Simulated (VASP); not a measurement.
# TaN (P6_3mc) in VASP: further runs, part 2 of 2

VASP 6.6.1.

## 4. Electric field gradients, PBEsol (zz strain of -3 %)

Input file INCAR:

```
PREC = Accurate
ENCUT = 520
EDIFF = 1E-8
ISMEAR = -1
SIGMA = 0.01
LREAL = False
LASPH = True
NELM = 120
ALGO = Normal
ISIF = 2
LWAVE = False
LCHARG = False
GGA = PS
LEFG = True
NBANDS = 24
GGA_COMPAT = False
```

Input file KPOINTS:

```
Automatic mesh
0
Gamma
  9 9 5
```

Input file POSCAR:

```
TaN
1.0
    3.0500010905      0.0000000000      0.0000000000
   -1.5250005453      2.6413784260      0.0000000000
    0.0000000000      0.0000000000      4.7918000000
Ta N
2 2
Direct
    0.3333333333      0.6666666667      0.0000000000
    0.6666666667      0.3333333333      0.5000000000
    0.3333333333      0.6666666667      0.3850000000
    0.6666666667      0.3333333333      0.8850000000
```

Potentials or basis: VASP PAW PBE potentials, release 64 (Ta_pv, N).

Command:

```
$ cat potpaw_PBE.64/Ta_pv/POTCAR potpaw_PBE.64/N/POTCAR > POTCAR
$ mpirun -np 1 vasp_std > vasp.out
```

OUTCAR:

```text
PREC = Accurate
   ENCUT = 520
   EDIFF = 1E-8
   ISMEAR = -1
   LREAL = False
   LASPH = True
   NELM = 120
   ISIF = 2
   GGA = PS

 ion  position               nearest neighbor table
   1  0.333  0.667  0.000-   3 1.84   4 1.85   4 1.85   4 1.85   2 2.97   2 2.97   2 2.97   2 2.97
                             2 2.97   2 2.97
   2  0.667  0.333  0.500-   4 1.84   3 1.85   3 1.85   3 1.85   1 2.97   1 2.97   1 2.97   1 2.97
                             1 2.97   1 2.97
   3  0.333  0.667  0.385-   1 1.84   2 1.85   2 1.85   2 1.85
   4  0.667  0.333  0.885-   2 1.84   1 1.85   1 1.85   1 1.85

  LATTYP: Found a hexagonal cell.
 ALAT       =     3.0500010905
 C/A-ratio  =     1.5710814055

  Lattice vectors:

 A1 = (   3.0500010905,   0.0000000000,   0.0000000000)
 A2 = (  -1.5250005453,   2.6413784260,   0.0000000000)
 A3 = (   0.0000000000,   0.0000000000,   4.7918000000)

Analysis of symmetry for initial positions (statically):
=====================================================================
 Subroutine PRICEL returns:
 Original cell was already a primitive cell.

 Routine SETGRP: Setting up the symmetry group for a
 hexagonal supercell.

 Subroutine GETGRP returns: Found 12 space group operations
 (whereof  6 operations were pure point group operations)
 out of a pool of 24 trial point group operations.

The static configuration has the point symmetry C_3v.
 The point group associated with its full space group is C_6v.

Analysis of symmetry for dynamics (positions and initial velocities):
=====================================================================
 Subroutine PRICEL returns:
 Original cell was already a primitive cell.

 Routine SETGRP: Setting up the symmetry group for a
 hexagonal supercell.
[... 818 lines left out ...]
  Direction    XX          YY          ZZ          XY          YZ          ZX
  --------------------------------------------------------------------------------------
  -------------------------------------------------------------------------------------
  Total       37.2265056     37.2265056     34.6529428     -0.0000000      0.0000000      0.0000000
  in kB     1545.0180231   1545.0180231   1438.2070060     -0.0000000      0.0000000      0.0000000
  external PRESSURE =    1509.4143507 kB  Pullay stress =       0.0000000 kB

 VOLUME and BASIS-vectors are now :
 -----------------------------------------------------------------------------
  energy-cutoff  :      520.00
  volume of cell :       38.60
      direct lattice vectors                 reciprocal lattice vectors
     3.050001090  0.000000000  0.000000000     0.327868735  0.189295103  0.000000000
    -1.525000545  2.641378426  0.000000000     0.000000000  0.378590205  0.000000000
     0.000000000  0.000000000  4.791800000     0.000000000  0.000000000  0.208689845

 POSITION                                       TOTAL-FORCE (eV/Angst)
 -----------------------------------------------------------------------------------
     -0.00000      1.76092      0.00000        -0.000000      0.000000      0.630034
      1.52500      0.88046      2.39590         0.000000     -0.000000      0.630034
     -0.00000      1.76092      1.84484         0.000000     -0.000000     -0.630034
      1.52500      0.88046      4.24074        -0.000000      0.000000     -0.630034
 -----------------------------------------------------------------------------------
    total drift:                               -0.000000      0.000000     -0.000184

  FREE ENERGIE OF THE ION-ELECTRON SYSTEM (eV)
  ---------------------------------------------------
  free  energy   TOTEN  =       -39.8606032985 eV

  energy  without entropy=      -39.8589860829  energy(sigma->0) =      -39.85979469

 Electric field gradients (V/A^2)
---------------------------------------------------------------------
 ion       V_xx      V_yy      V_zz      V_xy      V_xz      V_yz
---------------------------------------------------------------------
   1     -43.299   -43.300    86.599    -0.000    -0.000     0.000
   2     -43.299   -43.300    86.599    -0.000     0.000    -0.000
   3      -5.006    -5.005    10.011     0.001     0.000    -0.000
   4      -5.006    -5.005    10.011     0.001    -0.000     0.000
---------------------------------------------------------------------

 Electric field gradients after diagonalization (V/A^2)
 (convention: |V_zz| > |V_xx| > |V_yy|)
----------------------------------------------------------------------
 ion       V_xx      V_yy      V_zz     asymmetry (V_yy - V_xx)/ V_zz
----------------------------------------------------------------------
   1     -43.300   -43.299    86.599       0.000
   2     -43.300   -43.299    86.599       0.000
   3      -5.006    -5.005    10.011       0.000
   4      -5.006    -5.005    10.011       0.000
----------------------------------------------------------------------

           NMR quadrupolar parameters

 Cq : quadrupolar parameter    Cq=e*Q*V_zz/h
 eta: asymmetry parameters     (V_yy - V_xx)/ V_zz
 Q  : nuclear electric quadrupole moment in mb (millibarn)
----------------------------------------------------------------------
 ion       Cq(MHz)       eta       Q (mb)
----------------------------------------------------------------------
   1       0.209       0.000       1.000
   2       0.209       0.000       1.000
   3       0.024       0.000       1.000
   4       0.024       0.000       1.000
----------------------------------------------------------------------
```

OSZICAR:

```text
N       E                     dE             d eps       ncg     rms          rms(c)
DAV:   1     0.286792069243E+03    0.28679E+03   -0.17780E+04  1728   0.145E+03
DAV:   2    -0.328522932894E+02   -0.31964E+03   -0.30413E+03  2080   0.428E+02
DAV:   3    -0.465874118555E+02   -0.13735E+02   -0.13540E+02  2120   0.888E+01
DAV:   4    -0.467098424063E+02   -0.12243E+00   -0.12236E+00  1968   0.878E+00
DAV:   5    -0.467110556112E+02   -0.12132E-02   -0.12131E-02  2112   0.761E-01    0.634E+01
DAV:   6    -0.399932400857E+02    0.67178E+01   -0.21398E+01  2032   0.370E+01    0.274E+01
DAV:   7    -0.399043503305E+02    0.88890E-01   -0.89427E-01  1824   0.753E+00    0.138E+01
DAV:   8    -0.398639280679E+02    0.40422E-01   -0.46540E-02  2120   0.151E+00    0.145E+00
DAV:   9    -0.398605638131E+02    0.33643E-02   -0.90084E-03  2048   0.722E-01    0.116E-01
DAV:  10    -0.398606174597E+02   -0.53647E-04   -0.39802E-04  2064   0.162E-01    0.456E-02
DAV:  11    -0.398606035931E+02    0.13867E-04   -0.29873E-05  2112   0.446E-02    0.107E-02
DAV:  12    -0.398606034514E+02    0.14172E-06   -0.34454E-06  1992   0.159E-02    0.705E-03
DAV:  13    -0.398606033469E+02    0.10446E-06   -0.18584E-07  2088   0.340E-03    0.288E-03
DAV:  14    -0.398606032905E+02    0.56415E-07   -0.32273E-08  1872   0.131E-03    0.597E-04
DAV:  15    -0.398606032985E+02   -0.80190E-08   -0.13977E-09  1040   0.294E-04
   1 F= -.39860603E+02 E0= -.39859795E+02  d E =-.161722E-02
```

stdout:

```text
POSCAR found type information on POSCAR TaN
 POSCAR found :  2 types and       4 ions
 scaLAPACK will be used
 -----------------------------------------------------------------------------
|                                                                             |
|                                                                             |
|     You enforced a specific xc type in the INCAR file but a different       |
|     I HOPE YOU KNOW WHAT YOU ARE DOING!                                     |
|                                                                             |
 -----------------------------------------------------------------------------

 LDA part: xc-table for (Slater+PW92), standard interpolation
 POSCAR, INCAR and KPOINTS ok, starting setup
 FFT: planning ... GRIDC
 FFT: planning ... GRID_SOFT
 FFT: planning ... GRID
 WAVECAR not read
 entering main loop
ion   1

ion   2

ion   3

ion   4
```

Run time: 13 s. Hardware: 1 thread of Intel Xeon 6975P-C (Granite Rapids), shared host; peak memory 0.17 GiB.

What came out:

```
Free energy            : -39.8606 eV
Pressure               : 150.9 GPa
Largest force          : 0.630 eV/Å
Band gap on the k mesh : zero (band 16 reaches 10.43 eV, above the bottom of band 17 at 8.26 eV)
```

Forces in eV/Å, atoms in the order of the input:
```
Ta   0.000  0.000  0.630
Ta   0.000  0.000  0.630
N    0.000  0.000 -0.630
N    0.000  0.000 -0.630
```

Stress tensor (GPa, compression positive):
```
154.50   0.00   0.00
  0.00 154.50   0.00
  0.00   0.00 143.82
```

Electric field gradients, principal values (V/Å²):
```csv
atom,least,middle,greatest (by size)
1 Ta,-43.299,-43.300,86.599
2 Ta,-43.299,-43.300,86.599
3 N,-5.005,-5.006,10.011
4 N,-5.005,-5.006,10.011
```

Caveat: the cell differs from its parent crystal (zz strain of -3 %); without QUAD_EFG the Cq values of the log hold for a quadrupole moment of 1 mb, not for the nuclei; the PAW data sets were made with another functional, which shifts forces and pressure a little; spin-orbit coupling is left out, which moves the levels of the heavy elements.

## 5. Electric field gradients, PBEsol (zz strain of -3 %)

Input file INCAR:

```
SYSTEM = TaN
ALGO = Normal
EDIFF = 1E-8
ENCUT = 520
GGA = PS
GGA_COMPAT = .False.
ISIF = 2
ISMEAR = -1
LASPH = .True.
LCHARG = .False.
LEFG = .True.
LREAL = .False.
LWAVE = .False.
NBANDS = 24
NELM = 120
PREC = Accurate
SIGMA = 0.01
```

Input file KPOINTS:

```
k-points
0
Gamma
  9 9 5
  0 0 0
```

POSCAR is that of step 4.

Potentials or basis: VASP PAW PBE potentials, release 64 (Ta_pv, N).

Command:

```
$ cat potpaw_PBE.64/Ta_pv/POTCAR potpaw_PBE.64/N/POTCAR > POTCAR
$ mpirun -np 1 vasp_std > vasp.out
```

OUTCAR:

```text
SYSTEM = TaN
   EDIFF = 1E-8
   ENCUT = 520
   GGA = PS
   ISIF = 2
   ISMEAR = -1
   LASPH = .True.
   LREAL = .False.
   NELM = 120
   PREC = Accurate

 ion  position               nearest neighbor table
   1  0.333  0.667  0.000-   3 1.84   4 1.85   4 1.85   4 1.85   2 2.97   2 2.97   2 2.97   2 2.97
                             2 2.97   2 2.97
   2  0.667  0.333  0.500-   4 1.84   3 1.85   3 1.85   3 1.85   1 2.97   1 2.97   1 2.97   1 2.97
                             1 2.97   1 2.97
   3  0.333  0.667  0.385-   1 1.84   2 1.85   2 1.85   2 1.85
   4  0.667  0.333  0.885-   2 1.84   1 1.85   1 1.85   1 1.85

  LATTYP: Found a hexagonal cell.
 ALAT       =     3.0500010905
 C/A-ratio  =     1.5710814055

  Lattice vectors:
[... 879 lines left out ...]
---------------------------------------------------------------------
   1     -43.299   -43.300    86.599    -0.000    -0.000     0.000
   2     -43.299   -43.300    86.599    -0.000     0.000    -0.000
   3      -5.006    -5.005    10.011     0.001     0.000    -0.000
   4      -5.006    -5.005    10.011     0.001    -0.000     0.000
---------------------------------------------------------------------

 Electric field gradients after diagonalization (V/A^2)
 (convention: |V_zz| > |V_xx| > |V_yy|)
----------------------------------------------------------------------
 ion       V_xx      V_yy      V_zz     asymmetry (V_yy - V_xx)/ V_zz
----------------------------------------------------------------------
   1     -43.300   -43.299    86.599       0.000
   2     -43.300   -43.299    86.599       0.000
   3      -5.006    -5.005    10.011       0.000
   4      -5.006    -5.005    10.011       0.000
----------------------------------------------------------------------

           NMR quadrupolar parameters

 Cq : quadrupolar parameter    Cq=e*Q*V_zz/h
 eta: asymmetry parameters     (V_yy - V_xx)/ V_zz
 Q  : nuclear electric quadrupole moment in mb (millibarn)
----------------------------------------------------------------------
 ion       Cq(MHz)       eta       Q (mb)
----------------------------------------------------------------------
   1       0.209       0.000       1.000
   2       0.209       0.000       1.000
   3       0.024       0.000       1.000
   4       0.024       0.000       1.000
----------------------------------------------------------------------
```

OSZICAR:

```text
N       E                     dE             d eps       ncg     rms          rms(c)
DAV:   1     0.286792069243E+03    0.28679E+03   -0.17780E+04  1728   0.145E+03
DAV:   2    -0.328522932894E+02   -0.31964E+03   -0.30413E+03  2080   0.428E+02
DAV:   3    -0.465874118555E+02   -0.13735E+02   -0.13540E+02  2120   0.888E+01
DAV:   4    -0.467098424063E+02   -0.12243E+00   -0.12236E+00  1968   0.878E+00
DAV:   5    -0.467110556112E+02   -0.12132E-02   -0.12131E-02  2112   0.761E-01    0.634E+01
DAV:   6    -0.399932400857E+02    0.67178E+01   -0.21398E+01  2032   0.370E+01    0.274E+01
DAV:   7    -0.399043503305E+02    0.88890E-01   -0.89427E-01  1824   0.753E+00    0.138E+01
DAV:   8    -0.398639280679E+02    0.40422E-01   -0.46540E-02  2120   0.151E+00    0.145E+00
DAV:   9    -0.398605638131E+02    0.33643E-02   -0.90084E-03  2048   0.722E-01    0.116E-01
DAV:  10    -0.398606174597E+02   -0.53647E-04   -0.39802E-04  2064   0.162E-01    0.456E-02
DAV:  11    -0.398606035931E+02    0.13867E-04   -0.29873E-05  2112   0.446E-02    0.107E-02
DAV:  12    -0.398606034514E+02    0.14172E-06   -0.34454E-06  1992   0.159E-02    0.705E-03
DAV:  13    -0.398606033469E+02    0.10446E-06   -0.18584E-07  2088   0.340E-03    0.288E-03
DAV:  14    -0.398606032905E+02    0.56415E-07   -0.32273E-08  1872   0.131E-03    0.597E-04
DAV:  15    -0.398606032985E+02   -0.80190E-08   -0.13977E-09  1040   0.294E-04
   1 F= -.39860603E+02 E0= -.39859795E+02  d E =-.161722E-02
```

stdout:

```text
POSCAR found type information on POSCAR TaN
 POSCAR found :  2 types and       4 ions
 scaLAPACK will be used
 -----------------------------------------------------------------------------
|                                                                             |
|                                                                             |
|     You enforced a specific xc type in the INCAR file but a different       |
|     I HOPE YOU KNOW WHAT YOU ARE DOING!                                     |
|                                                                             |
 -----------------------------------------------------------------------------

 LDA part: xc-table for (Slater+PW92), standard interpolation
 POSCAR, INCAR and KPOINTS ok, starting setup
 FFT: planning ... GRIDC
 FFT: planning ... GRID_SOFT
 FFT: planning ... GRID
 WAVECAR not read
 entering main loop
ion   1

ion   2

ion   3

ion   4
```

Wall time 13 s (1 thread of Intel Xeon 6975P-C (Granite Rapids), shared host); peak memory 0.17 GiB.

Results:

| Item | Value |
| --- | --- |
| Free energy | -39.8606 eV |
| Pressure | 150.9 GPa |
| Largest force | 0.630 eV/Å |
| Band gap on the k mesh | zero (band 16 reaches 10.43 eV, above the bottom of band 17 at 8.26 eV) |

Forces on the atoms (eV/Å):
```
Ta   0.000  0.000  0.630
Ta   0.000  0.000  0.630
N    0.000  0.000 -0.630
N    0.000  0.000 -0.630
```

Levels at points of the mesh, in eV from the Fermi level:
```
           k point  band 13  band 14  band 15  band 16  band 17  band 18  band 19  band 20
(0.00, 0.00, 0.00)    -7.96    -7.26    -1.10    -1.10    -0.22     2.11     2.73     2.73
```

Electric field gradients, principal values (V/Å²):
| atom | least | middle | greatest (by size) |
| --- | --- | --- | --- |
| 1 Ta | -43.299 | -43.300 | 86.599 |
| 2 Ta | -43.299 | -43.300 | 86.599 |
| 3 N | -5.005 | -5.006 | 10.011 |
| 4 N | -5.005 | -5.006 | 10.011 |

Caveat: the cell differs from its parent crystal (zz strain of -3 %); without QUAD_EFG the Cq values of the log hold for a quadrupole moment of 1 mb, not for the nuclei; the PAW data sets were made with another functional, which shifts forces and pressure a little; spin-orbit coupling is left out, which moves the levels of the heavy elements.
